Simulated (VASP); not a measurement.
# InBRh2 (P-3m1) in VASP: a series of runs

The runs below take InBRh2 through single point, relaxation of cell and atoms, with PBE.

Program: VASP 6.6.1. These are calculated values, not measurements. Logs are shortened: lines on timing, memory, paths and dates and some standing lists are left out, and cuts for length are marked.

## 1. The cell of the first run

Symmetry: P-3m1, No. 164, trigonal system. The conventional cell has a = 3.212 Å, b = 3.212 Å, c = 6.391 Å, α = 90.00°, β = 90.00°, γ = 120.00°. In (site symmetry -3m) has 6 Rh at 2.82 Å and 2 B at 3.20 Å and 6 In at 3.21 Å within 3.7 Å. Within 2.8 Å of B (site symmetry -3m) lie 6 Rh at 2.14 Å. Within 2.9 Å of Rh (site symmetry 3m) lie 3 B at 2.14 Å and 3 In at 2.82 Å and 3 Rh at 2.84 Å.

## 2. Single point, PBE

Contents of INCAR:

```
SYSTEM = InBRh2
PREC     = Accurate       ! precision mode
ENCUT    = 520            ! plane-wave cutoff, eV
EDIFF    = 1E-7           ! SCF threshold, eV
ISMEAR   = 0              ! smearing method
SIGMA    = 0.1            ! smearing width, eV
LREAL    = .False.        ! projectors in reciprocal space
LASPH    = .True.         ! aspherical terms in the spheres
NELM     = 60             ! most SCF steps
ALGO     = Normal         ! electronic algorithm
ISIF     = 2              ! what is computed and relaxed
LWAVE    = .False.        ! write WAVECAR
LCHARG   = .False.        ! write CHGCAR
GGA      = PE             ! functional
NBANDS   = 31             ! bands
```

Contents of KPOINTS:

```
regular mesh
0
Gamma
  6 6 4
  0 0 0
```

Contents of POSCAR:

```
InBRh2
1.0
    3.2120762022      0.0000000000      0.0000000000
   -1.6060381011      2.7817395900      0.0000000000
    0.0000000000      0.0000000000      6.3911521866
In B Rh
1 1 2
Direct
    0.0000000000      0.0000000000      0.5000000000
    0.0000000000      0.0000000000      0.0000000000
    0.6666666667      0.3333333333      0.8313984786
    0.3333333333      0.6666666667      0.1686015214
```

Potentials or basis: VASP PAW PBE potentials, release 64 (In_d, B, Rh_pv).

Launch:

```console
cat potpaw_PBE.64/In_d/POTCAR potpaw_PBE.64/B/POTCAR potpaw_PBE.64/Rh_pv/POTCAR > POTCAR
mpirun -np 1 vasp_std > vasp.out
```

OUTCAR:

```text
SYSTEM = InBRh2
   PREC = Accurate
   ENCUT = 520
   EDIFF = 1E-7
   ISMEAR = 0
   LREAL = .False.
   LASPH = .True.
   NELM = 60
   ISIF = 2
   GGA = PE

 ion  position               nearest neighbor table
   1  0.000  0.000  0.500-   3 2.82   4 2.82   3 2.82   4 2.82   3 2.82   4 2.82
   2  0.000  0.000  0.000-   3 2.14   4 2.14   3 2.14   4 2.14   3 2.14   4 2.14
   3  0.667  0.333  0.831-   2 2.14   2 2.14   2 2.14   1 2.82   1 2.82   1 2.82   4 2.84   4 2.84
                             4 2.84
   4  0.333  0.667  0.169-   2 2.14   2 2.14   2 2.14   1 2.82   1 2.82   1 2.82   3 2.84   3 2.84
                             3 2.84

  LATTYP: Found a hexagonal cell.
 ALAT       =     3.2120762022
 C/A-ratio  =     1.9897262033

  Lattice vectors:

 A1 = (   3.2120762022,   0.0000000000,   0.0000000000)
 A2 = (  -1.6060381011,   2.7817395900,   0.0000000000)
 A3 = (   0.0000000000,   0.0000000000,   6.3911521866)

Analysis of symmetry for initial positions (statically):
=====================================================================
 Subroutine PRICEL returns:
 Original cell was already a primitive cell.

 Routine SETGRP: Setting up the symmetry group for a
 hexagonal supercell.

 Subroutine GETGRP returns: Found 12 space group operations
 (whereof 12 operations were pure point group operations)
 out of a pool of 24 trial point group operations.

The static configuration has the point symmetry D_3d.

Analysis of symmetry for dynamics (positions and initial velocities):
=====================================================================
 Subroutine PRICEL returns:
 Original cell was already a primitive cell.

 Routine SETGRP: Setting up the symmetry group for a
 hexagonal supercell.

 Subroutine GETGRP returns: Found 12 space group operations
 (whereof 12 operations were pure point group operations)
 out of a pool of 24 trial point group operations.

The dynamic configuration has the point symmetry D_3d.

 Subroutine INISYM returns: Found 12 space group operations
 (whereof 12 operations are pure point group operations),
 and found     1 'primitive' translations

----------------------------------------------------------------------------------------

                                     Primitive cell

  volume of cell :      57.1060

  direct lattice vectors                    reciprocal lattice vectors
     3.212076202  0.000000000  0.000000000     0.311325117  0.179743640  0.000000000
    -1.606038101  2.781739590  0.000000000     0.000000000  0.359487280  0.000000000
[... 88 lines left out ...]
   EDIFF  = 0.1E-06   stopping-criterion for ELM
   LREAL  =      F    real-space projection
   EDIFFG = 0.1E-05   stopping-criterion for IOM
   NSW    =      0    number of steps for IOM
   IBRION =     -1    ionic relax: 0-MD 1-quasi-New 2-CG
   NFREE  =      0    steps in history (QN), initial steepest desc. (CG)
   ISIF   =      2    stress and relaxation
   ISYM   =      2    0-nonsym 1-usesym 2-fastsym
   POTIM  = 0.5000    time-step for ionic-motion
   TEBEG  =    0.0;   TEEND  =   0.0 temperature during run
   PSTRESS=    0.0 pullay stress
   NELECT =      46.0000    total number of electrons
   NUPDOWN=      -1.0000    fix difference up-down
   EMIN   =  10.00;   EMAX   =-10.00  energy-range for DOS
   EFERMI =   0.00;   METHOD = LEGACY
   ISMEAR =     0;   SIGMA  =   0.10  broadening in eV -4-tet -1-fermi 0-gaus
   EFERMI_NEDOS =   21; number of points for ismear=-14 and -15
   IALGO  =     38    algorithm
   IMIX   =      4    mixing-type and parameters
     AMIX     =   0.40;   BMIX     =  1.00
     AMIX_MAG =   1.60;   BMIX_MAG =  1.00
  volume/ion in A,a.u.               =      14.28        96.34
  Fermi-wavevector in a.u.,A,eV,Ry     =   1.523235  2.878497 31.568854  2.320245
  Thomas-Fermi vector in A             =   2.631706
   LORBIT       =      0    0 simple, 1 ext, 2 COOP (PROOUT), +10 PAW based schemes
   GGA     = PE    functional components
   LHFCALC =     F    Hartree Fock is set to
   AEXX    =    0.0000 exact exchange contribution
   IVDW    =     0    specifies the selected vdW correction
   LEPSILON=     F    determine dielectric tensor
   LRPA    =     F    only Hartree local field effects (RPA)
 non-spin polarized calculation
 Gauss-broadening in eV      SIGMA  =   0.10
  energy-cutoff  :      520.00
  volume of cell :       57.11
 maximum number of plane-waves:      1560
   NGX = 11   NGY = 11   NGZ = 23

 number of electron      46.0000008 magnetization

 Free energy of the ion-electron system (eV)
  ---------------------------------------------------
  ext. energy  EPLUGINS =         0.00000000
  ---------------------------------------------------
  free energy    TOTEN  =       -25.22011493 eV

  energy without entropy =      -25.21645947  energy(sigma->0) =      -25.21828720

 E-fermi :  10.0303     XC(G=0): -12.5550

 val. band max:        9.9921312565   @ k =   0.0000   0.1667   0.2500
 cond. band min:      10.1119314079   @ k =   0.5000   0.0000   0.0000
 fundamental gap:      0.1198001514
 Fermi energy:        10.0303431767

 k-point     1 :       0.0000    0.0000    0.0000
  band No.  band energies     occupation
      1     -36.3820      2.00000
      2     -36.1894      2.00000
      3     -36.1745      2.00000
      4     -36.1745      2.00000
      5     -36.1294      2.00000
      6     -36.1294      2.00000
[... 805 lines left out ...]
     30      18.8320      0.00000
     31      18.8320      0.00000

------------------------ aborting loop because EDIFF is reached ----------------------------------------

  FORCE on cell =-STRESS in cart. coord.  units (eV):
  Direction    XX          YY          ZZ          XY          YZ          ZX
  --------------------------------------------------------------------------------------
  -------------------------------------------------------------------------------------
  Total        0.0498990      0.0498990      0.0807524      0.0000000      0.0000000      0.0000000
  in kB        1.3999767      1.3999767      2.2656073      0.0000000      0.0000000      0.0000000
  external PRESSURE =       1.6885203 kB  Pullay stress =       0.0000000 kB

 VOLUME and BASIS-vectors are now :
 -----------------------------------------------------------------------------
  energy-cutoff  :      520.00
  volume of cell :       57.11
      direct lattice vectors                 reciprocal lattice vectors
     3.212076202  0.000000000  0.000000000     0.311325117  0.179743640  0.000000000
    -1.606038101  2.781739590  0.000000000     0.000000000  0.359487280  0.000000000
     0.000000000  0.000000000  6.391152187     0.000000000  0.000000000  0.156466310

 POSITION                                       TOTAL-FORCE (eV/Angst)
 -----------------------------------------------------------------------------------
      0.00000      0.00000      3.19558         0.000000      0.000000      0.000000
      0.00000      0.00000      0.00000         0.000000      0.000000      0.000000
      1.60604      0.92725      5.31359        -0.000000     -0.000000     -0.001007
     -0.00000      1.85449      1.07756         0.000000      0.000000      0.001007
 -----------------------------------------------------------------------------------
    total drift:                                0.000000     -0.000000      0.000000

  FREE ENERGIE OF THE ION-ELECTRON SYSTEM (eV)
  ---------------------------------------------------
  free  energy   TOTEN  =       -25.2201149304 eV

  energy  without entropy=      -25.2164594680  energy(sigma->0) =      -25.21828720
```

OSZICAR:

```text
N       E                     dE             d eps       ncg     rms          rms(c)
DAV:   1     0.510682114698E+03    0.51068E+03   -0.26337E+04  1560   0.198E+03
DAV:   2     0.532563400209E+01   -0.50536E+03   -0.48395E+03  1523   0.527E+02
DAV:   3    -0.262391940319E+02   -0.31565E+02   -0.30018E+02  1706   0.136E+02
DAV:   4    -0.271431850577E+02   -0.90399E+00   -0.89942E+00  1677   0.225E+01
DAV:   5    -0.271762475879E+02   -0.33063E-01   -0.33060E-01  2115   0.458E+00    0.180E+01
DAV:   6    -0.253638095824E+02    0.18124E+01   -0.67225E+00  1790   0.220E+01    0.490E+00
DAV:   7    -0.252605971238E+02    0.10321E+00   -0.15461E+00  1872   0.101E+01    0.411E+00
DAV:   8    -0.252239754862E+02    0.36622E-01   -0.14151E-01  1702   0.275E+00    0.181E+00
DAV:   9    -0.252204794175E+02    0.34961E-02   -0.69755E-03  1971   0.613E-01    0.562E-01
DAV:  10    -0.252201102122E+02    0.36921E-03   -0.12769E-03  1831   0.337E-01    0.188E-01
DAV:  11    -0.252201195094E+02   -0.92972E-05   -0.15927E-04  1874   0.120E-01    0.645E-02
DAV:  12    -0.252201149532E+02    0.45562E-05   -0.26064E-05  1982   0.591E-02    0.195E-02
DAV:  13    -0.252201149337E+02    0.19540E-07   -0.18576E-06  1711   0.998E-03    0.213E-03
DAV:  14    -0.252201149304E+02    0.32478E-08   -0.15771E-07  1254   0.365E-03
   1 F= -.25220115E+02 E0= -.25218287E+02  d E =-.365546E-02
```

It took 38 s on 1 thread of Intel Xeon 8259CL, shared host; peak memory 0.2 GiB.

What came out:

```yaml
Free_energy: -25.2201 eV
Pressure: 0.2 GPa
Band_gap_on_the_k_mesh: zero (bands 23 and 24 overlap by 1.31 eV)
```

Caveat: the k points lie up to 0.38 Å⁻¹ apart, too coarse for converged energies and pressures of a metal; spin-orbit coupling is left out, which moves the levels of the heavy elements.

## 3. Relaxation of cell and atoms, PBE

This run uses another cell than the first one, of 13.13 Å³/atom.

Contents of INCAR:

```
PREC     = Accurate       # precision mode
ENCUT    = 600            # plane-wave cutoff, eV
EDIFF    = 1E-6           # SCF threshold, eV
ISMEAR   = 0              # smearing method
SIGMA    = 0.1            # smearing width, eV
LREAL    = False          # projectors in reciprocal space
LASPH    = True           # aspherical terms in the spheres
NELM     = 60             # most SCF steps
ALGO     = Normal         # electronic algorithm
ISIF     = 3              # what is computed and relaxed
LWAVE    = False          # write WAVECAR
LCHARG   = False          # write CHGCAR
GGA      = PE             # functional
IBRION   = 2              # ionic algorithm
NSW      = 100            # ionic steps
EDIFFG   = -0.05          # ionic threshold
```

Contents of KPOINTS:

```
Automatic mesh
0
Gamma
  6 6 4
```

Contents of POSCAR:

```
InBRh2
1.0
    3.6843174597      0.0000000000      0.0000000000
   -1.8421587299      3.1907125157      0.0000000000
    0.0000000000      0.0000000000      4.4683118747
In B Rh
1 1 2
Direct
    0.0000000000      0.0000000000      0.5000000000
    0.0000000000      0.0000000000      0.0000000000
    0.6666666667      0.3333333333      0.7500000000
    0.3333333333      0.6666666667      0.2500000000
```

Potentials or basis: VASP PAW PBE potentials, release 64 (In_d, B, Rh_pv).

Launch:

```console
cat potpaw_PBE.64/In_d/POTCAR potpaw_PBE.64/B/POTCAR potpaw_PBE.64/Rh_pv/POTCAR > POTCAR
mpirun -np 1 vasp_std > vasp.out
```

It took 14 min on 1 thread of Intel Xeon 8259CL, shared host; peak memory 0.22 GiB.

Results (log left out):

```
Free energy                           : -25.1843 eV
Relaxed volume                        : 14.29 Å³/atom
Relaxed cell                          : a = 3.224 Å, b = 3.224 Å, c = 6.351 Å, α = 90.00°, β = 90.00°, γ = 120.00°
Space group after relaxing (to 0.1 Å) : P-3m1 (No. 164)
Energy gained by relaxing             : 1056.4 meV/atom
Ionic steps                           : 16
Pressure after relaxing               : -0.1 GPa
Largest force after relaxing          : 0.027 eV/Å
Band gap on the k mesh                : zero (bands 23 and 24 overlap by 1.28 eV)
```

Forces in eV/Å, atoms in the order of the input:
```
In   0.000  0.000  0.000
B    0.000  0.000  0.000
Rh   0.000  0.000 -0.027
Rh   0.000  0.000  0.027
```

Stress tensor (GPa, compression positive):
```
-0.19  0.00  0.00
 0.00 -0.19  0.00
 0.00  0.00  0.14
```

The path:
| step | energy change (eV) | largest force (eV/Å) | pressure (GPa) | volume (Å³) |
| --- | --- | --- | --- | --- |
| 1 | 0.0000 | 6.0301 | 37.49 | 52.53 |
| 2 | -0.3956 | 1.0508 | -24.92 | 79.52 |
| 3 | -1.8428 | 2.2117 | -11.22 | 64.24 |
| 4 | -1.8535 | 2.3457 | -9.47 | 63.40 |
| 5 | -2.8700 | 1.4443 | -4.84 | 60.09 |
| 6 | -3.2617 | 1.0634 | 7.80 | 56.74 |
| 7 | -3.2736 | 0.4715 | 4.62 | 57.35 |
| 8 | -3.6259 | 1.1029 | -0.98 | 59.45 |
| 9 | -3.7417 | 1.7543 | -3.66 | 61.09 |
| 10 | -4.1426 | 0.7853 | -2.89 | 59.09 |
| 11 | -4.2142 | 0.1788 | -1.17 | 57.59 |
| 12 | -4.2154 | 0.2384 | -1.49 | 57.81 |
| 13 | -4.2195 | 0.2326 | 2.30 | 56.56 |
| 14 | -4.2228 | 0.2399 | 0.73 | 57.05 |
| 15 | -4.2246 | 0.1026 | -0.54 | 57.25 |
| 16 | -4.2256 | 0.0267 | -0.08 | 57.18 |

Final structure:
```
CELL_PARAMETERS angstrom
3.22416 0.00000 0.00000
-1.61208 2.79220 0.00000
0.00000 0.00000 6.35120
ATOMIC_POSITIONS crystal
In 0.00000 0.00000 0.50000
B 0.00000 0.00000 0.00000
Rh 0.66667 0.33333 0.83185
Rh 0.33333 0.66667 0.16815
```

Levels at points of the mesh, in eV from the Fermi level:
```csv
k point,band 20,band 21,band 22,band 23,band 24,band 25,band 26,band 27
"(0.00, 0.00, 0.00)",-1.98,-1.79,-1.79,-1.04,-1.04,4.96,6.64,6.64
"(0.50, 0.00, 0.00)",-1.26,-1.19,-0.52,-0.48,0.05,1.41,2.46,3.17
"(0.00, 0.00, 0.50)",-1.81,-1.81,-1.30,-0.85,-0.85,3.13,6.61,6.61
"(0.50, 0.00, 0.50)",-1.47,-1.24,-1.20,-0.67,0.63,1.31,2.98,4.21
```

Caveat: a cell axis changed by over 15 % at a fixed basis, so the end point is rough; spin-orbit coupling is left out, which moves the levels of the heavy elements; the relaxation stopped at a loose force limit of 0.05 eV/Å, so its end isn't a converged minimum.

The gap in the log of VASP goes by the Fermi energy; the results here count the filled bands.